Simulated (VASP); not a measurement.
The system is Sr.

```
CELL_PARAMETERS angstrom
3.96000 0.00000 0.00000
0.00000 3.96000 0.00000
0.00000 0.00000 3.96000
ATOMIC_POSITIONS crystal
Sr 0.00000 0.00000 0.00000
```

- Program: VASP 6.6.1
- Task: relaxation of cell and atoms
- Functional: LDA
- Potentials or basis: VASP PAW LDA potentials, release 64 (Sr_sv)
- Cutoff: 600 eV
- k mesh: 11 × 11 × 11
- Occupations: methfessel-paxton, width 0.05 eV
- Spin: no spin polarisation

At the start: pressure -1.3 GPa; volume 62.10 Å³/atom.

Task: How do energy, volume and symmetry change on relaxing?

Result: Over 4 steps the energy falls by 76.3 meV/atom and the volume is 47.92 Å³/atom (-22.8 %); space group Pm-3m (No. 221, to 0.05 Å).

Step by step:
```
step  energy change (eV)  largest force (eV/Å)  pressure (GPa)  volume (Å³)
   1              0.0000                0.0000           -1.33        62.10
   2             -0.0338                0.0000           -1.09        57.57
   3             -0.0731                0.0000            0.41        45.31
   4             -0.0763                0.0000            0.00        47.92
```

Final structure:
```yaml
crystal:
  lattice:
    - [3.63211, 0.00000, 0.00000]
    - [0.00000, 3.63211, 0.00000]
    - [0.00000, 0.00000, 3.63211]
  atoms:
    - { symbol: Sr, position: [0.00000, 0.00000, 0.00000] }
```

Caveat: the volume moved by over 15 % at a fixed basis, so the end points are rough.
